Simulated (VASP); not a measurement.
# Sn8HO16 (a cell with a defect) in VASP: single point with PBE

Aim: the single point of Sn8HO16 (a cell with a defect) with PBE.

All numbers are computed with VASP 6.6.1; they aren't measurements. Logs are shortened: lines on timing, memory, paths and dates and some standing lists are left out, and cuts for length are marked.

### 1 The cell of the first run

The cell holds a defect, 25 atoms: a = 6.827 Å, b = 6.827 Å, c = 8.077 Å, α = 115.00°, β = 115.00°, γ = 90.00°.

### 2 Single point, PBE (with an interstitial atom, then relaxed in part)

File INCAR:

```
SYSTEM = Sn8HO16
PREC     = Accurate       ! precision mode
ENCUT    = 520            ! plane-wave cutoff, eV
EDIFF    = 1E-6           ! SCF threshold, eV
ISMEAR   = 0              ! smearing method
SIGMA    = 0.01           ! smearing width, eV
LREAL    = Auto         
LASPH    = .True.         ! aspherical terms in the spheres
NELM     = 80             ! most SCF steps
ALGO     = Normal         ! electronic algorithm
ISIF     = 2              ! what is computed and relaxed
LWAVE    = .False.        ! write WAVECAR
LCHARG   = .True.         ! write CHGCAR
GGA      = PE             ! functional
LELF     = .True.         ! ELF
LVHAR    = .True.       
NBANDS   = 122            ! bands
NELECT   = 208.0
```

File KPOINTS:

```
Automatic mesh
0
Gamma
  3 3 3
  0 0 0
```

File POSCAR:

```
Sn8HO16
1.0
    4.8271903470     -4.8271903470      0.0000000000
   -4.8271903470     -4.8271903470      0.0000000000
    0.0000000000      4.8271903470     -6.4763044993
Sn O H
8 16 1
Direct
    0.6308122154      0.1211172856      0.2485386486
    0.3543556707      0.8801924687      0.7486549358
    0.1309284880      0.6212436086      0.2487682141
    0.8862956856      0.3625951478      0.7486533833
    0.2567938663      0.2509938262      0.5006618921
    0.0141352259      0.9991398193      0.0102380807
    0.7525537790      0.7375431517      0.4870655039
    0.5047849200      0.4989798311     -0.0033584778
    0.3275534008      0.1345092525      0.2535489735
    0.0553776452      0.8831257956      0.7486489420
    0.8226572154      0.6296234323      0.2437526376
    0.5784920432      0.4035200975      0.7486545884
    0.9373194585      0.1122939991      0.2511102213
    0.6733116254      0.8250335045      0.7486563994
    0.4348678143      0.6098390496      0.2461988650
    0.1892938135      0.3593997581      0.7486512676
    0.7648565473      0.4383213425      0.4999570051
    0.5138595418      0.1906994560     -0.0042692404
    0.2667848771      0.9436199205      0.5015762379
    0.0135469899      0.6870231267     -0.0026564179
    0.7410439761      0.0479082121      0.4995930134
    0.4873403130      0.8060107538     -0.0039094304
    0.2399171171      0.5585804148      0.5012197203
   -0.0099016470      0.2969771030     -0.0022829648
    0.6550803520      0.6795011000      0.7486849344
```

Potentials or basis: VASP PAW PBE potentials, release 64 (Sn_d, O, H).

The run is started by

```
$ cat potpaw_PBE.64/Sn_d/POTCAR potpaw_PBE.64/O/POTCAR potpaw_PBE.64/H/POTCAR > POTCAR
$ mpirun -np 1 vasp_std > vasp.out
```

OUTCAR:

```text
SYSTEM = Sn8HO16
   PREC = Accurate
   ENCUT = 520
   EDIFF = 1E-6
   ISMEAR = 0
   LREAL = Auto
   LASPH = .True.
   NELM = 80
   ISIF = 2
   GGA = PE
   NELECT = 208.0

 ion  position               nearest neighbor table
   1  0.631  0.121  0.249-  13 2.08  22 2.09  17 2.09   9 2.09  18 2.12  21 2.12   4 3.24   2 3.24
                             7 3.73   6 3.73
   2  0.354  0.880  0.749-  10 2.04  18 2.06  19 2.06  23 2.10  22 2.10  14 2.21   1 3.24   3 3.24
                             7 3.64   6 3.64   8 3.74   5 3.74
   3  0.131  0.621  0.249-  15 2.08  23 2.09  20 2.09  11 2.09  19 2.12  24 2.12   4 3.24   2 3.24
                             6 3.73   7 3.73
   4  0.886  0.363  0.749-  16 2.07  24 2.08  21 2.08  17 2.11  20 2.11  12 2.12   1 3.24   3 3.24
                             8 3.74   5 3.74
   5  0.257  0.251  0.501-  16 2.07   9 2.08  13 2.09  23 2.10  19 2.10  12 2.11   6 3.18   8 3.21
                             4 3.74   2 3.74
   6  0.014  0.999  0.010-   9 2.05  13 2.06  10 2.06  24 2.08  20 2.09  14 2.24   5 3.18   7 3.39
                             2 3.64   3 3.73   1 3.73
   7  0.753  0.738  0.487-  11 2.05  15 2.06  10 2.06  21 2.08  17 2.09  14 2.24   8 3.18   6 3.39
                             2 3.64   1 3.73   3 3.73
   8  0.505  0.499  0.997-  16 2.07  11 2.08  15 2.09  22 2.10  18 2.10  12 2.11   7 3.18   5 3.21
                             4 3.74   2 3.74
   9  0.328  0.135  0.254-   6 2.05   5 2.08   1 2.09
  10  0.055  0.883  0.749-   2 2.04   7 2.06   6 2.06
  11  0.823  0.630  0.244-   7 2.05   8 2.08   3 2.09
  12  0.578  0.404  0.749-   8 2.11   5 2.11   4 2.12
  13  0.937  0.112  0.251-   6 2.06   1 2.08   5 2.09
  14  0.673  0.825  0.749-  25 1.00   2 2.21   6 2.24   7 2.24
  15  0.435  0.610  0.246-   7 2.06   3 2.08   8 2.09
  16  0.189  0.359  0.749-   4 2.07   5 2.07   8 2.07
  17  0.765  0.438  0.500-   7 2.09   1 2.09   4 2.11
  18  0.514  0.191  0.996-   2 2.06   8 2.10   1 2.12
  19  0.267  0.944  0.502-   2 2.06   5 2.10   3 2.12
  20  0.014  0.687  0.997-   6 2.09   3 2.09   4 2.11
  21  0.741  0.048  0.500-   4 2.08   7 2.08   1 2.12
  22  0.487  0.806  0.996-   1 2.09   2 2.10   8 2.10
  23  0.240  0.559  0.501-   3 2.09   2 2.10   5 2.10
  24  0.990  0.297  0.998-   4 2.08   6 2.08   3 2.12
  25  0.655  0.680  0.749-  14 1.00

  LATTYP: Found a body centered tetragonal cell.
 ALAT       =     6.8266780569
 C/A-ratio  =     1.8973516681

  Lattice vectors:

 A1 = (   4.8271903470,   0.0000000000,   6.4763044993)
 A2 = (  -4.8271903470,   0.0000000000,   6.4763044993)
 A3 = (   0.0000000000,  -4.8271903470,  -6.4763044993)

Analysis of symmetry for initial positions (statically):
=====================================================================
 Subroutine PRICEL returns:
 Original cell was already a primitive cell.

 Routine SETGRP: Setting up the symmetry group for a
 body centered tetragonal supercell.

 Subroutine GETGRP returns: Found  1 space group operations
 (whereof  1 operations were pure point group operations)
 out of a pool of 16 trial point group operations.

The static configuration has the point symmetry C_1 .

Analysis of symmetry for dynamics (positions and initial velocities):
=====================================================================
 Subroutine PRICEL returns:
 Original cell was already a primitive cell.

 Routine SETGRP: Setting up the symmetry group for a
 body centered tetragonal supercell.

 Subroutine GETGRP returns: Found  1 space group operations
 (whereof  1 operations were pure point group operations)
 out of a pool of 16 trial point group operations.

The dynamic configuration has the point symmetry C_1 .

 Subroutine INISYM returns: Found  1 space group operations
 (whereof  1 operations are pure point group operations),
 and found     1 'primitive' translations

----------------------------------------------------------------------------------------

                                     Primitive cell

  volume of cell :     301.8187

  direct lattice vectors                    reciprocal lattice vectors
     4.827190347 -4.827190347  0.000000000     0.103579922 -0.103579922 -0.077204523
    -4.827190347 -4.827190347  0.000000000    -0.103579922 -0.103579922 -0.077204523
     0.000000000  4.827190347 -6.476304499     0.000000000  0.000000000 -0.154409046

  length of vectors
     6.826678057  6.826678057  8.077393553     0.165584235  0.165584235  0.154409046
[... 67 lines left out ...]
     0.034526641 -0.034526641 -0.025734841     0.333333333  0.000000000 -0.000000000
    -0.034526641 -0.034526641 -0.025734841     0.000000000  0.333333333 -0.000000000
     0.000000000  0.000000000 -0.051469682     0.000000000  0.000000000  0.333333333

  Length of vectors
     0.055194745  0.055194745  0.051469682

  Shift w.r.t. Gamma in fractional coordinates (k-lattice)
     0.000000000  0.000000000  0.000000000

 Subroutine IBZKPT returns following result:
 ===========================================

 Found     14 irreducible k-points:

 Following reciprocal coordinates:
            Coordinates               Weight
  0.000000  0.000000  0.000000      1.000000
  0.333333  0.000000  0.000000      2.000000
  0.000000 -0.333333  0.333333      2.000000
 -0.333333  0.000000  0.333333      2.000000
  0.000000  0.333333  0.000000      2.000000
  0.333333  0.333333  0.000000      2.000000
  0.333333 -0.333333  0.333333      2.000000
 -0.333333 -0.333333 -0.333333      2.000000
 -0.333333  0.333333  0.333333      2.000000
 -0.333333  0.333333  0.000000      2.000000
  0.333333  0.333333 -0.333333      2.000000
  0.000000  0.000000  0.333333      2.000000
  0.333333  0.000000  0.333333      2.000000
  0.000000 -0.333333 -0.333333      2.000000
   k-points           NKPTS =     14   k-points in BZ     NKDIM =     14   number of bands    NBANDS=    122
   number of dos      NEDOS =    301   number of ions     NIONS =     25
   total plane-waves  NPLWV = 174960
   dimension x,y,z NGX =    54 NGY =   54 NGZ =   60
   dimension x,y,z NGXF=   108 NGYF=  108 NGZF=  120
   ions per type =               8  16   1
   NGX,Y,Z   is equivalent  to a cutoff of  13.15, 13.15, 12.35 a.u.
   NGXF,Y,Z  is equivalent  to a cutoff of  26.30, 26.30, 24.70 a.u.
 SYSTEM =  Sn8HO16
   PREC   = accura    normal or accurate (medium, high low for compatibility)
   ISTART =      0    job   : 0-new  1-cont  2-samecut
   ICHARG =      2    charge: 1-file 2-atom 10-const
   ISPIN  =      1    spin polarized calculation?
   LNONCOLLINEAR =      F non collinear calculations
   LSORBIT =      F    spin-orbit coupling
   LASPH  =      T    aspherical Exc in radial PAW
   ENCUT  =  520.0 eV  38.22 Ry    6.18 a.u.  12.69 12.69 15.02*2*pi/ulx,y,z
   NELM   =     80;   NELMIN=  2; NELMDL= -5     # of ELM steps
   EDIFF  = 0.1E-05   stopping-criterion for ELM
   LREAL  =      T    real-space projection
   EDIFFG = 0.1E-04   stopping-criterion for IOM
   NSW    =      0    number of steps for IOM
   IBRION =     -1    ionic relax: 0-MD 1-quasi-New 2-CG
   NFREE  =      0    steps in history (QN), initial steepest desc. (CG)
   ISIF   =      2    stress and relaxation
   ISYM   =      2    0-nonsym 1-usesym 2-fastsym
   POTIM  = 0.5000    time-step for ionic-motion
   TEBEG  =    0.0;   TEEND  =   0.0 temperature during run
   PSTRESS=    0.0 pullay stress
   NELECT =     208.0000    total number of electrons
   NUPDOWN=      -1.0000    fix difference up-down
   EMIN   =  10.00;   EMAX   =-10.00  energy-range for DOS
   EFERMI =   0.00;   METHOD = LEGACY
   ISMEAR =     0;   SIGMA  =   0.01  broadening in eV -4-tet -1-fermi 0-gaus
   EFERMI_NEDOS =   21; number of points for ismear=-14 and -15
   IALGO  =     38    algorithm
   IMIX   =      4    mixing-type and parameters
     AMIX     =   0.40;   BMIX     =  1.00
     AMIX_MAG =   1.60;   BMIX_MAG =  1.00
  volume/ion in A,a.u.               =      12.07        81.47
  Fermi-wavevector in a.u.,A,eV,Ry     =   1.446041  2.732621 28.450248  2.091034
  Thomas-Fermi vector in A             =   2.564154
   LORBIT       =      0    0 simple, 1 ext, 2 COOP (PROOUT), +10 PAW based schemes
   GGA     = PE    functional components
   LHFCALC =     F    Hartree Fock is set to
   AEXX    =    0.0000 exact exchange contribution
   IVDW    =     0    specifies the selected vdW correction
   LEPSILON=     F    determine dielectric tensor
   LRPA    =     F    only Hartree local field effects (RPA)
 non-spin polarized calculation
 Gauss-broadening in eV      SIGMA  =   0.01
  energy-cutoff  :      520.00
  volume of cell :      301.82
 maximum number of plane-waves:      8153
 NGX is ok and might be reduce to    54
   NGX = 25   NGY = 25   NGZ = 31

 number of electron     208.0000005 magnetization

 Free energy of the ion-electron system (eV)
  ---------------------------------------------------
  ext. energy  EPLUGINS =         0.00000000
  ---------------------------------------------------
  free energy    TOTEN  =      -159.96175609 eV

  energy without entropy =     -159.96175609  energy(sigma->0) =     -159.96175609

 E-fermi :   5.5061     XC(G=0): -10.9747

 val. band max:        5.4534948441   @ k =   0.0000   0.0000   0.0000
 cond. band min:       6.2653659562   @ k =   0.0000   0.0000   0.0000
 fundamental gap:      0.8118711121
 Fermi energy:         5.5060554976

 k-point     1 :       0.0000    0.0000    0.0000
  band No.  band energies     occupation
      1     -15.4468      2.00000
      2     -15.3082      2.00000
      3     -15.1111      2.00000
      4     -15.0699      2.00000
      5     -15.0248      2.00000
      6     -14.9834      2.00000
[... 1655 lines left out ...]
    115      13.5054      0.00000
    116      13.6084      0.00000
 [bands above 116 left out]

------------------------ aborting loop because EDIFF is reached ----------------------------------------

  FORCE on cell =-STRESS in cart. coord.  units (eV):
  Direction    XX          YY          ZZ          XY          YZ          ZX
  --------------------------------------------------------------------------------------
  -------------------------------------------------------------------------------------
  Total       -7.4489157    -11.4773627     -7.8157290     -4.1171861     -0.0001702      0.0012664
  in kB      -39.5419004    -60.9265497    -41.4890956    -21.8557127     -0.0009036      0.0067227
  external PRESSURE =     -47.3191819 kB  Pullay stress =       0.0000000 kB

 VOLUME and BASIS-vectors are now :
 -----------------------------------------------------------------------------
  energy-cutoff  :      520.00
  volume of cell :      301.82
      direct lattice vectors                 reciprocal lattice vectors
     4.827190347 -4.827190347  0.000000000     0.103579922 -0.103579922 -0.077204523
    -4.827190347 -4.827190347  0.000000000    -0.103579922 -0.103579922 -0.077204523
     0.000000000  4.827190347 -6.476304499     0.000000000  0.000000000 -0.154409046

 POSITION                                       TOTAL-FORCE (eV/Angst)
 -----------------------------------------------------------------------------------
      2.46039     -2.42996     -1.60961        -0.003562      0.003491     -0.002454
     -2.53831     -2.34550     -4.84852         0.003416     -0.009798     -0.001949
     -2.36684     -2.43003     -1.61110        -0.003116      0.003215      0.002291
      2.52800     -2.41474     -4.84851        -0.003718     -0.002918     -0.000453
      0.02800     -0.03440     -3.24244         0.004260     -0.003628      0.009808
     -4.75480     -4.84185     -0.06630        -0.002329      0.006197      0.023801
[... 17 lines left out ...]
      3.34583     -1.39679     -6.46152         0.004958      0.011586     -0.000752
     -0.11788     -2.82823     -4.84871         0.059567      0.077906      0.000432
 -----------------------------------------------------------------------------------
    total drift:                               -0.006216      0.002904     -0.001451

  FREE ENERGIE OF THE ION-ELECTRON SYSTEM (eV)
  ---------------------------------------------------
  free  energy   TOTEN  =      -159.9617560924 eV

  energy  without entropy=     -159.9617560924  energy(sigma->0) =     -159.96175609
```

It took 19 min on 1 thread of Intel Xeon Platinum 8259CL at 2.50GHz (Skylake/Cascade Lake), shared host; peak memory 0.61 GiB.

Results:

| Quantity | Value |
| --- | --- |
| Free energy | -159.9618 eV |
| Largest force | 0.098 eV/Å |

Forces on the atoms (eV/Å):
```
Sn  -0.004  0.003 -0.002
Sn   0.003 -0.010 -0.002
Sn  -0.003  0.003  0.002
Sn  -0.004 -0.003  0.000
Sn   0.004 -0.004  0.010
Sn  -0.002  0.006  0.024
Sn  -0.012  0.004 -0.027
Sn   0.008  0.005 -0.006
O    0.017 -0.023 -0.013
O   -0.009  0.006  0.000
O    0.018 -0.022  0.012
O    0.003 -0.022  0.000
O   -0.015  0.019 -0.006
O   -0.037 -0.058 -0.001
O   -0.013  0.021  0.003
O   -0.009  0.009 -0.001
O   -0.011 -0.009 -0.011
O   -0.008 -0.015 -0.003
O   -0.008 -0.016  0.005
O   -0.011 -0.012  0.012
O    0.003  0.010  0.003
O    0.012  0.009  0.009
O    0.014  0.011 -0.007
O    0.005  0.012 -0.001
H    0.060  0.078  0.000
```

Levels at points of the mesh, in eV from the Fermi level:
| k point | band 101 | band 102 | band 103 | band 104 | band 105 | band 106 | band 107 | band 108 |
| --- | --- | --- | --- | --- | --- | --- | --- | --- |
| (0.00, 0.00, 0.00) | -0.63 | -0.60 | -0.59 | -0.05 | 0.76 | 4.51 | 4.53 | 4.64 |

Caveat: the cell carries a net charge on a neutralising background, which shifts energy and pressure; the cell differs from its parent crystal (with an interstitial atom, then relaxed in part); the cell is charged against a uniform background, so pressure and absolute levels hang on convention; spin-orbit coupling is left out, which moves the levels of the heavy elements.
